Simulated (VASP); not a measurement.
A run of VASP 6.6.1:

The input POSCAR:

```
Sn
1.0
    3.4110420691      0.0000000000      0.0000000000
   -1.7055210346      2.9540490852      0.0000000000
    0.0000000000      0.0000000000     11.0810635637
Sn
4
Direct
    0.0000000000      0.0000000000      0.0000000000
    0.0000000000      0.0000000000      0.5000000000
    0.3333333333      0.6666666667      0.2500000000
    0.6666666667      0.3333333333      0.7500000000
```

Contents of INCAR.step1:

```
SYSTEM = Sn
PREC = Accurate
ENCUT = 520
EDIFF = 1E-6
ISMEAR = -1
SIGMA = 0.1
LREAL = .False.
LASPH = .True.
NELM = 100
ALGO = Normal
ISIF = 2
LWAVE = .False.
LCHARG = .True.
GGA = PE
NBANDS = 36
```

The input KPOINTS.step1:

```
regular mesh
0
Gamma
  12 12 3
  0 0 0
```

Contents of INCAR.step2:

```
SYSTEM = Sn
PREC = Accurate
ENCUT = 520
EDIFF = 1E-6
ISMEAR = -5
SIGMA = 0.1
LREAL = .False.
LASPH = .True.
NELM = 100
ALGO = Normal
ISIF = 2
LWAVE = .False.
LCHARG = .False.
GGA = PE
LORBIT = 10
NEDOS = 2001
ICHARG = 11
```

Contents of KPOINTS.step2:

```
regular mesh
0
Gamma
  18 18 5
  0 0 0
```

Potentials or basis: VASP PAW PBE potentials, release 64 (Sn_d).

Run with:

```bash
$ cat potpaw_PBE.64/Sn_d/POTCAR > POTCAR
$ cp INCAR.step1 INCAR
$ cp KPOINTS.step1 KPOINTS
$ mpirun -np 1 vasp_std > vasp.out
$ cp INCAR.step2 INCAR
$ cp KPOINTS.step2 KPOINTS
$ mpirun -np 1 vasp_std > vasp.out
```

Hardware: 1 thread of Intel(R) Xeon(R) Platinum 8488C (Sapphire Rapids), with other jobs on the host.

Q: How long does it take, and how much memory?

A: It took 4.4 min on 1 thread of Intel(R) Xeon(R) Platinum 8488C (Sapphire Rapids), on a shared host, peak memory 0.44 GiB. Counts: k points 111.
